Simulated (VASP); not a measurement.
# KCl (I4/mmm) in VASP: further runs

Runs on KCl. Level: r2SCAN. Tasks: single point.

All numbers are computed with VASP 6.6.1; they aren't measurements. Logs are shortened: lines on timing, memory, paths and dates and some standing lists are left out, and cuts for length are marked.

### Step 1. The cell of the first run

The structure is tetragonal, space group I4/mmm (No. 139). Conventional cell: a = 4.428 Å, b = 4.428 Å, c = 6.307 Å, α = 90.00°, β = 90.00°, γ = 90.00°. Within 4.1 Å of K (site symmetry 4/mmm) lie 6 Cl at 3.13 to 3.15 Å. Within 4.1 Å of Cl (site symmetry 4/mmm) lie 6 K at 3.13 to 3.15 Å.

### Step 2. Single point, r2SCAN (in-plane strain -0.005, then relaxed in part)

File POSCAR:

```
KCl
1.0
    3.1307376500      3.1307376500      0.0000000000
   -3.1307376500      3.1307376500      0.0000000000
    0.0000000000      3.1307376500      3.1535278298
K Cl
1 1
Direct
    0.0000000000      0.0000000000      0.0000000000
    0.5000000000      0.5000000000      0.0000000000
```

File INCAR.step1:

```
SYSTEM = KCl
PREC = Accurate
ENCUT = 520
ISMEAR = 0
SIGMA = 0.01
LREAL = .FALSE.
LASPH = .TRUE.
NELM = 60
NBANDS = 15
GGA = PE
ALGO = Normal
EDIFF = 1E-4
LWAVE = .TRUE.
LCHARG = .FALSE.
```

File INCAR.step2:

```
SYSTEM = KCl
PREC = Accurate
ENCUT = 520
EDIFF = 1E-7
ISMEAR = 0
SIGMA = 0.01
LREAL = .FALSE.
LASPH = .TRUE.
NELM = 60
ALGO = Normal
ISIF = 2
LWAVE = .FALSE.
LCHARG = .FALSE.
METAGGA = R2SCAN
LMIXTAU = .TRUE.
NBANDS = 15
ISTART = 1
```

File KPOINTS:

```
regular mesh
0
G
  6 6 6
  0 0 0
```

Potentials or basis: VASP PAW PBE potentials, release 64 (K_sv, Cl).

Started as:

```console
$ cat potpaw_PBE.64/K_sv/POTCAR potpaw_PBE.64/Cl/POTCAR > POTCAR
$ cp INCAR.step1 INCAR
$ mpirun -np 1 vasp_std > vasp.out
$ cp INCAR.step2 INCAR
$ mpirun -np 1 vasp_std > vasp.out
```

OUTCAR:

```text
SYSTEM = KCl
   PREC = Accurate
   ENCUT = 520
   EDIFF = 1E-7
   ISMEAR = 0
   LREAL = .FALSE.
   LASPH = .TRUE.
   NELM = 60
   ISIF = 2
   METAGGA = R2SCAN
   ISTART = 1

 ion  position               nearest neighbor table
   1  0.000  0.000  0.000-   2 3.13   2 3.13   2 3.13   2 3.13   2 3.15   2 3.15
   2  0.500  0.500  0.000-   1 3.13   1 3.13   1 3.13   1 3.13   1 3.15   1 3.15

  LATTYP: Found a body centered tetragonal cell.
 ALAT       =     4.4275316449
 C/A-ratio  =     1.4245083187

  Lattice vectors:

 A1 = (   3.1307376500,   0.0000000000,  -3.1535278298)
 A2 = (  -3.1307376500,   0.0000000000,  -3.1535278298)
 A3 = (   0.0000000000,   3.1307376500,   3.1535278298)

Analysis of symmetry for initial positions (statically):
=====================================================================
 Subroutine PRICEL returns:
 Original cell was already a primitive cell.

 Routine SETGRP: Setting up the symmetry group for a
 body centered tetragonal supercell.

 Subroutine GETGRP returns: Found 16 space group operations
 (whereof 16 operations were pure point group operations)
 out of a pool of 16 trial point group operations.

The static configuration has the point symmetry D_4h.

Analysis of symmetry for dynamics (positions and initial velocities):
=====================================================================
 Subroutine PRICEL returns:
 Original cell was already a primitive cell.

 Routine SETGRP: Setting up the symmetry group for a
 body centered tetragonal supercell.

 Subroutine GETGRP returns: Found 16 space group operations
 (whereof 16 operations were pure point group operations)
 out of a pool of 16 trial point group operations.

The dynamic configuration has the point symmetry D_4h.

 Subroutine INISYM returns: Found 16 space group operations
 (whereof 16 operations are pure point group operations),
 and found     1 'primitive' translations

----------------------------------------------------------------------------------------

                                     Primitive cell

  volume of cell :      61.8187

  direct lattice vectors                    reciprocal lattice vectors
     3.130737650  3.130737650  0.000000000     0.159706771  0.159706771 -0.158552588
    -3.130737650  3.130737650  0.000000000    -0.159706771  0.159706771 -0.158552588
     0.000000000  3.130737650  3.153527830     0.000000000  0.000000000  0.317105177

  length of vectors
     4.427531645  4.427531645  4.443675957     0.275955483  0.275955483  0.317105177

  position of ions in fractional coordinates (direct lattice)
[... 91 lines left out ...]
   NUPDOWN=      -1.0000    fix difference up-down
   EMIN   =  10.00;   EMAX   =-10.00  energy-range for DOS
   EFERMI =   0.00;   METHOD = LEGACY
   ISMEAR =     0;   SIGMA  =   0.01  broadening in eV -4-tet -1-fermi 0-gaus
   EFERMI_NEDOS =   21; number of points for ismear=-14 and -15
   IALGO  =     38    algorithm
   IMIX   =      4    mixing-type and parameters
     AMIX     =   0.40;   BMIX     =  1.00
     AMIX_MAG =   1.60;   BMIX_MAG =  1.00
  volume/ion in A,a.u.               =      30.91       208.59
  Fermi-wavevector in a.u.,A,eV,Ry     =   1.043297  1.971546 14.809528  1.088470
  Thomas-Fermi vector in A             =   2.178000
   LORBIT       =      0    0 simple, 1 ext, 2 COOP (PROOUT), +10 PAW based schemes
   METAGGA = R2SCAN    functional components
   LHFCALC =     F    Hartree Fock is set to
   AEXX    =    0.0000 exact exchange contribution
   IVDW    =     0    specifies the selected vdW correction
   LEPSILON=     F    determine dielectric tensor
   LRPA    =     F    only Hartree local field effects (RPA)
 non-spin polarized calculation
 Gauss-broadening in eV      SIGMA  =   0.01
  energy-cutoff  :      520.00
  volume of cell :       61.82
 maximum number of plane-waves:      1682
 NGX is ok and might be reduce to    36
   NGX = 17   NGY = 17   NGZ = 17

 number of electron      16.0000001 magnetization

 Free energy of the ion-electron system (eV)
  ---------------------------------------------------
  ext. energy  EPLUGINS =         0.00000000
  ---------------------------------------------------
  free energy    TOTEN  =       -16.50589757 eV

  energy without entropy =      -16.50589757  energy(sigma->0) =      -16.50589757

 E-fermi :  -2.1585     XC(G=0):  -7.9883

 val. band max:       -2.2313831649   @ k =   0.0000   0.0000   0.0000
 cond. band min:       3.6238942655   @ k =   0.0000   0.0000   0.0000
 fundamental gap:      5.8552774304
 Fermi energy:        -2.1585098754

 k-point     1 :       0.0000    0.0000    0.0000
  band No.  band energies     occupation
      1     -30.4827      2.00000
      2     -14.9124      2.00000
      3     -13.1749      2.00000
      4     -13.1740      2.00000
      5     -13.1740      2.00000
      6      -2.2371      2.00000
      7      -2.2314      2.00000
      8      -2.2314      2.00000
      9       3.6239      0.00000
     10       6.7727      0.00000
     11       6.8196      0.00000
     12       6.8196      0.00000
     13       7.8332      0.00000
     14       7.8700      0.00000
[... 401 lines left out ...]
      2     -14.9481      2.00000
      3     -13.2512      2.00000
      4     -13.2335      2.00000
      5     -13.0651      2.00000
      6      -2.9533      2.00000
      7      -2.6807      2.00000
      8      -2.5934      2.00000
      9       6.2971      0.00000
     10       6.5518      0.00000
     11       8.4588      0.00000
     12       8.6552      0.00000
     13       9.7959      0.00000
     14      10.5505      0.00000
     15      10.6043      0.00000

 [... further k-points ...]

------------------------ aborting loop because EDIFF is reached ----------------------------------------

  FORCE on cell =-STRESS in cart. coord.  units (eV):
  Direction    XX          YY          ZZ          XY          YZ          ZX
  --------------------------------------------------------------------------------------
  -------------------------------------------------------------------------------------
  Total        0.0895245      0.0895245     -0.0275664      0.0000000      0.0000000     -0.0000000
  in kB        2.3202379      2.3202379     -0.7144492      0.0000000      0.0000000     -0.0000000
  external PRESSURE =       1.3086756 kB  Pullay stress =       0.0000000 kB

 VOLUME and BASIS-vectors are now :
 -----------------------------------------------------------------------------
  energy-cutoff  :      520.00
  volume of cell :       61.82
      direct lattice vectors                 reciprocal lattice vectors
     3.130737650  3.130737650  0.000000000     0.159706771  0.159706771 -0.158552588
    -3.130737650  3.130737650  0.000000000    -0.159706771  0.159706771 -0.158552588
     0.000000000  3.130737650  3.153527830     0.000000000  0.000000000  0.317105177

 POSITION                                       TOTAL-FORCE (eV/Angst)
 -----------------------------------------------------------------------------------
      0.00000      0.00000      0.00000         0.000000      0.000000      0.000000
      0.00000      3.13074      0.00000        -0.000000     -0.000000      0.000000
 -----------------------------------------------------------------------------------
    total drift:                               -0.000000      0.000000     -0.000000

  FREE ENERGIE OF THE ION-ELECTRON SYSTEM (eV)
  ---------------------------------------------------
  free  energy   TOTEN  =       -16.5058975658 eV

  energy  without entropy=      -16.5058975658  energy(sigma->0) =      -16.50589757
```

OUTCAR.step1:

```text
SYSTEM = KCl
   PREC = Accurate
   ENCUT = 520
   ISMEAR = 0
   LREAL = .FALSE.
   LASPH = .TRUE.
[... 655 lines left out ...]
      0.00000      0.00000      0.00000         0.000000      0.000000      0.000000
      0.00000      3.13074      0.00000        -0.000000     -0.000000      0.000000
 -----------------------------------------------------------------------------------
    total drift:                               -0.000000      0.000000     -0.000000

  FREE ENERGIE OF THE ION-ELECTRON SYSTEM (eV)
  ---------------------------------------------------
  free  energy   TOTEN  =        -6.8008822228 eV

  energy  without entropy=       -6.8008822228  energy(sigma->0) =       -6.80088222
```

Wall time 3.8 min (1 thread of Intel Xeon 8259CL, shared host); peak memory 0.23 GiB.

What came out:

```yaml
Free_energy: -16.5059 eV
Pressure: 0.1 GPa
Band_gap_on_the_k_mesh: 5.86 eV, direct
```

Caveat: the cell differs from its parent crystal (in-plane strain -0.005, then relaxed in part); the PAW data sets were made with another functional, which shifts forces and pressure a little.

### Step 3. Single point, r2SCAN (in-plane strain -0.005)

Changes to POSCAR since step 2:

```diff
@@ -4,3 +4,3 @@
    -3.1307376500      3.1307376500      0.0000000000
-    0.0000000000      3.1307376500      3.1535278298
+    0.0000000000      3.1307376500      3.1559094100
 K Cl
```

File INCAR.step1:

```
PREC = Accurate
ENCUT = 520
ISMEAR = 0
SIGMA = 0.01
LREAL = False
LASPH = True
NELM = 80
NBANDS = 15
GGA = PE
ALGO = Normal
EDIFF = 1E-4
LWAVE = True
LCHARG = False
```

File INCAR.step2:

```
PREC = Accurate
ENCUT = 520
EDIFF = 1E-7
ISMEAR = 0
SIGMA = 0.01
LREAL = False
LASPH = True
NELM = 80
ALGO = Normal
ISIF = 2
LWAVE = False
LCHARG = True
METAGGA = R2SCAN
LMIXTAU = True
LELF = True
LVHAR = True
NBANDS = 15
ISTART = 1
```

File KPOINTS:

```
Automatic mesh
0
Gamma
  6 6 6
```

Potentials or basis: VASP PAW PBE potentials, release 64 (K_sv, Cl).

Started as:

```console
$ cat potpaw_PBE.64/K_sv/POTCAR potpaw_PBE.64/Cl/POTCAR > POTCAR
$ cp INCAR.step1 INCAR
$ mpirun -np 1 vasp_std > vasp.out
$ cp INCAR.step2 INCAR
$ mpirun -np 1 vasp_std > vasp.out
```

It took 4 min on 1 thread of Intel Xeon 8259CL, shared host; peak memory 0.23 GiB.

It converged, with:

| Item | Value |
| --- | --- |
| Free energy | -16.5059 eV |
| Pressure | 0.1 GPa |
| Band gap on the k mesh | 5.85 eV, direct |

Stress tensor (GPa, compression positive):
```
 0.23  0.00  0.00
 0.00  0.23  0.00
 0.00  0.00 -0.11
```

Levels at points of the mesh, in eV from the valence-band top:
```csv
k point,band 4,band 5,band 6,band 7,band 8,band 9,band 10,band 11,band 12,band 13
"(0.00, 0.00, 0.00)",-10.94,-10.94,-0.01,0.00,0.00,5.85,9.00,9.05,9.05,10.06
"(0.50, 0.00, 0.00)",-10.95,-10.72,-1.06,-0.33,-0.33,8.15,9.27,11.34,11.35,12.17
"(0.50, 0.50, 0.00)",-11.00,-11.00,-0.67,-0.23,-0.23,7.02,9.25,10.75,11.13,11.59
"(0.00, 0.00, 0.50)",-11.00,-11.00,-0.68,-0.22,-0.22,7.03,9.24,10.70,11.11,11.58
```

Caveat: the cell differs from its parent crystal (in-plane strain -0.005); the PAW data sets were made with another functional, which shifts forces and pressure a little.
